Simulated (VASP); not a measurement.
# Sc (Im-3m) in VASP: further runs

Sc is run at these levels: LDA; tasks: single point.

All numbers are computed with VASP 6.6.1; they aren't measurements. Logs are shortened: lines on timing, memory, paths and dates and some standing lists are left out, and cuts for length are marked.

### Step 1. The cell of the first run

It takes space group Im-3m (No. 229, cubic). Conventional cell: a = 2.733 Å, b = 2.733 Å, c = 2.733 Å, α = 90.00°, β = 90.00°, γ = 90.00°. Sc (site symmetry m-3m) has 14 Sc at 2.37 to 2.73 Å within 3.1 Å.

### Step 2. Single point, LDA (volume scaled by 0.45)

Input file INCAR:

```
PREC     = Accurate       # precision mode
ENCUT    = 520            # plane-wave cutoff, eV
EDIFF    = 1E-7           # SCF threshold, eV
ISMEAR   = -1             # smearing method
SIGMA    = 0.05           # smearing width, eV
LREAL    = False          # projectors in reciprocal space
LASPH    = True           # aspherical terms in the spheres
NELM     = 100            # most SCF steps
ALGO     = Normal         # electronic algorithm
ISIF     = 2              # what is computed and relaxed
LWAVE    = False          # write WAVECAR
LCHARG   = False          # write CHGCAR
NBANDS   = 12             # bands
```

Input file KPOINTS:

```
regular mesh
0
Gamma
  17 17 17
```

Input file POSCAR:

```
Sc
1.0
   -1.3665911155      1.3665911155      1.3665911155
    1.3665911155     -1.3665911155      1.3665911155
    1.3665911155      1.3665911155     -1.3665911155
Sc
1
Direct
    0.0000000000      0.0000000000      0.0000000000
```

Potentials or basis: VASP PAW LDA potentials, release 64 (Sc_sv).

Started as:

```sh
> cat potpaw_LDA.64/Sc_sv/POTCAR > POTCAR
> mpirun -np 1 vasp_std > vasp.out
```

OUTCAR:

```text
PREC = Accurate
   ENCUT = 520
   EDIFF = 1E-7
   ISMEAR = -1
   LREAL = False
   LASPH = True
   NELM = 100
   ISIF = 2

 ion  position               nearest neighbor table
   1  0.000  0.000  0.000-

  LATTYP: Found a body centered cubic cell.
 ALAT       =     2.7331822310

  Lattice vectors:

 A1 = (  -1.3665911155,   1.3665911155,   1.3665911155)
 A2 = (   1.3665911155,  -1.3665911155,   1.3665911155)
 A3 = (   1.3665911155,   1.3665911155,  -1.3665911155)

Analysis of symmetry for initial positions (statically):
=====================================================================
 Subroutine PRICEL returns:
 Original cell was already a primitive cell.

 Routine SETGRP: Setting up the symmetry group for a
 body centered cubic supercell.

 Subroutine GETGRP returns: Found 48 space group operations
 (whereof 48 operations were pure point group operations)
 out of a pool of 48 trial point group operations.

The static configuration has the point symmetry O_h .

Analysis of symmetry for dynamics (positions and initial velocities):
=====================================================================
 Subroutine PRICEL returns:
 Original cell was already a primitive cell.

 Routine SETGRP: Setting up the symmetry group for a
 body centered cubic supercell.

 Subroutine GETGRP returns: Found 48 space group operations
 (whereof 48 operations were pure point group operations)
 out of a pool of 48 trial point group operations.

The dynamic configuration has the point symmetry O_h .

 Subroutine INISYM returns: Found 48 space group operations
 (whereof 48 operations are pure point group operations),
 and found     1 'primitive' translations

----------------------------------------------------------------------------------------

                                     Primitive cell

  volume of cell :      10.2088

  direct lattice vectors                    reciprocal lattice vectors
    -1.366591115  1.366591115  1.366591115     0.000000000  0.365873885  0.365873885
     1.366591115 -1.366591115  1.366591115     0.365873885  0.000000000  0.365873885
     1.366591115  1.366591115 -1.366591115     0.365873885  0.365873885  0.000000000

  length of vectors
     2.367005245  2.367005245  2.367005245     0.517423810  0.517423810  0.517423810

  position of ions in fractional coordinates (direct lattice)
     0.000000000  0.000000000  0.000000000

  ion indices of the primitive-cell ions
   primitive index   ion index
                 1           1

----------------------------------------------------------------------------------------

 KPOINTS: regular mesh

Automatic generation of k-mesh.
 Grid dimensions read from file:
 generate k-points for:   17   17   17

 Generating k-lattice:

  Cartesian coordinates                     Fractional coordinates (reciprocal lattice)
     0.000000000  0.021521993  0.021521993     0.058823529  0.000000000  0.000000000
     0.021521993  0.000000000  0.021521993     0.000000000  0.058823529  0.000000000
     0.021521993  0.021521993  0.000000000     0.000000000  0.000000000  0.058823529

  Length of vectors
     0.030436695  0.030436695  0.030436695

  Shift w.r.t. Gamma in fractional coordinates (k-lattice)
     0.000000000  0.000000000  0.000000000

 Subroutine IBZKPT returns following result:
 ===========================================

 Found    165 irreducible k-points:

 Following reciprocal coordinates:
            Coordinates               Weight
  0.000000  0.000000  0.000000      1.000000
  0.058824  0.000000  0.000000     12.000000
  0.117647  0.000000  0.000000     12.000000
  0.176471  0.000000  0.000000     12.000000
  0.235294  0.000000  0.000000     12.000000
  0.294118  0.000000  0.000000     12.000000
[... 16 lines left out ...]
  0.411765  0.117647  0.000000     48.000000
  0.176471  0.176471  0.000000     24.000000
 [... further k-points ...]
   k-points           NKPTS =    165   k-points in BZ     NKDIM =    165   number of bands    NBANDS=     12
   number of dos      NEDOS =    301   number of ions     NIONS =      1
   total plane-waves  NPLWV =   5832
   dimension x,y,z NGX =    18 NGY =   18 NGZ =   18
   dimension x,y,z NGXF=    36 NGYF=   36 NGZF=   36
   ions per type =               1
   NGX,Y,Z   is equivalent  to a cutoff of  12.64, 12.64, 12.64 a.u.
   NGXF,Y,Z  is equivalent  to a cutoff of  25.28, 25.28, 25.28 a.u.
 SYSTEM =  unknown system
   PREC   = accura    normal or accurate (medium, high low for compatibility)
   ISTART =      0    job   : 0-new  1-cont  2-samecut
   ICHARG =      2    charge: 1-file 2-atom 10-const
   ISPIN  =      1    spin polarized calculation?
   LNONCOLLINEAR =      F non collinear calculations
   LSORBIT =      F    spin-orbit coupling
   LASPH  =      T    aspherical Exc in radial PAW
   ENCUT  =  520.0 eV  38.22 Ry    6.18 a.u.   4.40  4.40  4.40*2*pi/ulx,y,z
   NELM   =    100;   NELMIN=  2; NELMDL= -5     # of ELM steps
   EDIFF  = 0.1E-06   stopping-criterion for ELM
   LREAL  =      F    real-space projection
   EDIFFG = 0.1E-05   stopping-criterion for IOM
   NSW    =      0    number of steps for IOM
   IBRION =     -1    ionic relax: 0-MD 1-quasi-New 2-CG
   NFREE  =      0    steps in history (QN), initial steepest desc. (CG)
   ISIF   =      2    stress and relaxation
   ISYM   =      2    0-nonsym 1-usesym 2-fastsym
   POTIM  = 0.5000    time-step for ionic-motion
   TEBEG  =    0.0;   TEEND  =   0.0 temperature during run
   PSTRESS=    0.0 pullay stress
   NELECT =      11.0000    total number of electrons
   NUPDOWN=      -1.0000    fix difference up-down
   EMIN   =  10.00;   EMAX   =-10.00  energy-range for DOS
   EFERMI =   0.00;   METHOD = LEGACY
   ISMEAR =    -1;   SIGMA  =   0.05  broadening in eV -4-tet -1-fermi 0-gaus
   EFERMI_NEDOS =   21; number of points for ismear=-14 and -15
   IALGO  =     38    algorithm
   IMIX   =      4    mixing-type and parameters
     AMIX     =   0.40;   BMIX     =  1.00
     AMIX_MAG =   1.60;   BMIX_MAG =  1.00
  volume/ion in A,a.u.               =      10.21        68.89
  Fermi-wavevector in a.u.,A,eV,Ry     =   1.678342  3.171607 38.325325  2.816832
  Thomas-Fermi vector in A             =   2.762448
   LORBIT       =      0    0 simple, 1 ext, 2 COOP (PROOUT), +10 PAW based schemes
   GGA     = CA    functional components
   LHFCALC =     F    Hartree Fock is set to
   AEXX    =    0.0000 exact exchange contribution
   IVDW    =     0    specifies the selected vdW correction
   LEPSILON=     F    determine dielectric tensor
   LRPA    =     F    only Hartree local field effects (RPA)
 non-spin polarized calculation
  energy-cutoff  :      520.00
  volume of cell :       10.21
 maximum number of plane-waves:       285
 NGX is ok and might be reduce to    18
   NGX =  9   NGY =  9   NGZ =  9

 number of electron      11.0000005 magnetization

 Free energy of the ion-electron system (eV)
  ---------------------------------------------------
  ext. energy  EPLUGINS =         0.00000000
  ---------------------------------------------------
  free energy    TOTEN  =        -3.29804645 eV

  energy without entropy =       -3.28435858  energy(sigma->0) =       -3.29120252

 E-fermi :  10.3430     XC(G=0): -14.4549

 val. band max:       10.3298362455   @ k =   0.2941   0.2353   0.0000
 cond. band min:      10.3430180412   @ k =  -0.4118  -0.4706   0.0588
 fundamental gap:      0.0131817957
 Fermi energy:        10.3429580646

 k-point     1 :       0.0000    0.0000    0.0000
  band No.  band energies     occupation
      1     -38.0488      2.00000
      2     -13.7773      2.00000
      3     -13.7773      2.00000
      4     -13.7773      2.00000
      5       6.7171      2.00000
      6      12.7666      0.00000
      7      12.7666      0.00000
      8      12.7666      0.00000
      9      16.4728      0.00000
     10      16.4728      0.00000
     11      31.9299      0.00000
     12      31.9299      0.00000

 k-point     2 :       0.0588    0.0000    0.0000
  band No.  band energies     occupation
      1     -37.9993      2.00000
      2     -13.9675      2.00000
      3     -13.8287      2.00000
      4     -13.7818      2.00000
      5       6.9532      2.00000
      6      12.6225      0.00000
      7      12.7351      0.00000
      8      12.9785      0.00000
      9      16.2626      0.00000
     10      16.4746      0.00000
     11      32.0724      0.00000
     12      32.2686      0.00000

 k-point     3 :       0.1176    0.0000    0.0000
  band No.  band energies     occupation
      1     -37.8550      2.00000
      2     -14.4964      2.00000
      3     -13.9733      2.00000
      4     -13.7947      2.00000
      5       7.5782      2.00000
      6      12.2302      0.00000
      7      12.6026      0.00000
      8      13.5982      0.00000
      9      15.8610      0.00000
     10      16.4933      0.00000
     11      32.3850      0.00000
     12      33.0633      0.00000
[... 286 lines left out ...]
 k-point    23 :       0.4118    0.1176    0.0000
  band No.  band energies     occupation
      1     -36.3437      2.00000
      2     -18.4419      2.00000
      3     -15.4235      2.00000
      4     -14.1438      2.00000
      5       7.5975      2.00000
      6       9.8142      1.99995
      7      15.1145      0.00000
      8      16.7256      0.00000
      9      18.5587      0.00000
     10      22.0735      0.00000
     11      29.0953      0.00000
     12      29.8546      0.00000

 k-point    24 :       0.1765    0.1765    0.0000
  band No.  band energies     occupation
      1     -36.9738      2.00000
      2     -16.9196      2.00000
      3     -14.8461      2.00000
      4     -14.1325      2.00000
      5       9.3687      2.00000
      6      10.6732      0.00270
      7      11.9682      0.00000
      8      15.4350      0.00000
      9      17.5617      0.00000
     10      18.4942      0.00000
     11      32.1816      0.00000
     12      32.7339      0.00000

 [... further k-points ...]
[... 5 lines left out ...]
  --------------------------------------------------------------------------------------
  -------------------------------------------------------------------------------------
  Total        8.8458248      8.8458248      8.8458248     -0.0000000      0.0000000     -0.0000000
  in kB     1388.2674668   1388.2674668   1388.2674668     -0.0000000      0.0000000     -0.0000000
  external PRESSURE =    1388.2674668 kB  Pullay stress =       0.0000000 kB

 VOLUME and BASIS-vectors are now :
 -----------------------------------------------------------------------------
  energy-cutoff  :      520.00
  volume of cell :       10.21
      direct lattice vectors                 reciprocal lattice vectors
    -1.366591115  1.366591115  1.366591115     0.000000000  0.365873885  0.365873885
     1.366591115 -1.366591115  1.366591115     0.365873885  0.000000000  0.365873885
     1.366591115  1.366591115 -1.366591115     0.365873885  0.365873885  0.000000000

 POSITION                                       TOTAL-FORCE (eV/Angst)
 -----------------------------------------------------------------------------------
      0.00000      0.00000      0.00000        -0.000000      0.000000     -0.000000
 -----------------------------------------------------------------------------------
    total drift:                                0.000000      0.000000     -0.000000

  FREE ENERGIE OF THE ION-ELECTRON SYSTEM (eV)
  ---------------------------------------------------
  free  energy   TOTEN  =        -3.2980464495 eV

  energy  without entropy=       -3.2843585846  energy(sigma->0) =       -3.29120252
```

Wall time 9 s (1 thread of Intel Xeon 6975P-C (Granite Rapids), shared host); peak memory 0.12 GiB.

Results:

```yaml
Free_energy: -3.2980 eV
Pressure: 138.8 GPa
```

### Step 3. Single point, LDA (volume scaled by 0.45, source ansatz)

Input file INCAR:

```
SYSTEM = Sc
PREC     = Accurate       ! precision mode
ENCUT    = 520            ! plane-wave cutoff, eV
EDIFF    = 1E-7           ! SCF threshold, eV
ISMEAR   = -1             ! smearing method
SIGMA    = 0.05           ! smearing width, eV
LREAL    = .False.        ! projectors in reciprocal space
LASPH    = .True.         ! aspherical terms in the spheres
NELM     = 80             ! most SCF steps
ALGO     = Normal         ! electronic algorithm
ISIF     = 2              ! what is computed and relaxed
LWAVE    = .False.        ! write WAVECAR
LCHARG   = .False.        ! write CHGCAR
NBANDS   = 12             ! bands
```

Input file KPOINTS:

```
regular mesh
0
Gamma
  17 17 17
  0 0 0
```

POSCAR is that of step 2.

Potentials or basis: VASP PAW LDA potentials, release 64 (Sc_sv).

Started as:

```sh
> cat potpaw_LDA.64/Sc_sv/POTCAR > POTCAR
> mpirun -np 1 vasp_std > vasp.out
```

Wall time 8.9 s (1 thread of Intel Xeon 6975P-C (Granite Rapids), shared host); peak memory 0.13 GiB.

It converged, with:

```
Free energy : -3.2980 eV
Pressure    : 138.8 GPa
```

Levels at points of the mesh, in eV from the Fermi level:
```
           k point  band 2  band 3  band 4  band 5  band 6  band 7  band 8  band 9
(0.00, 0.00, 0.00)  -24.12  -24.12  -24.12   -3.63    2.42    2.42    2.42    6.13
```

(Continued in part 2 of 2.)
